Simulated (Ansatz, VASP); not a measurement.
**Two plane-wave programs on TiAl**

```
Ti Al
1.0
     3.43339    0.00000    0.00000
     0.00000    3.43339    0.00000
     0.00000    0.00000    3.17906
Ti Al
1 1
Direct
  0.00000 0.00000 0.00000
  0.50000 0.50000 0.50000
```

Change from the starting cell: strain +0.080 along x and y, +0.000 along z, atoms carried along.

Alike in both runs: task single point; functional PBEsol; k mesh 16 × 16 × 16; occupations gaussian, width 0.15 eV; no spin polarisation.

|  | VASP | Ansatz |
| --- | --- | --- |
| version | VASP 6.6.1 | Ansatz 0.2.0 |
| potentials or method | VASP PAW PBE potentials, release 64 (Ti_sv, Al), cutoff 520 eV | scalar-relativistic, plane waves, PAW |
| valence electrons in the cell | 15 | 15 |

Ansatz gave:

```
gap on the k mesh at the Fermi level (eV)                     : none
pressure (GPa)                                                : -14.4
traceless stress, the component that is largest in VASP (GPa) : -1.50
```

What did VASP give for the same quantities?

gap on the k mesh at the Fermi level (eV): none; pressure (GPa): -14.4; traceless stress, the component that is largest in VASP (GPa): -1.49.

VASP's potentials were made for PBE, not for PBEsol. A gap of «none» marks a metal or a gap that the smearing closes.
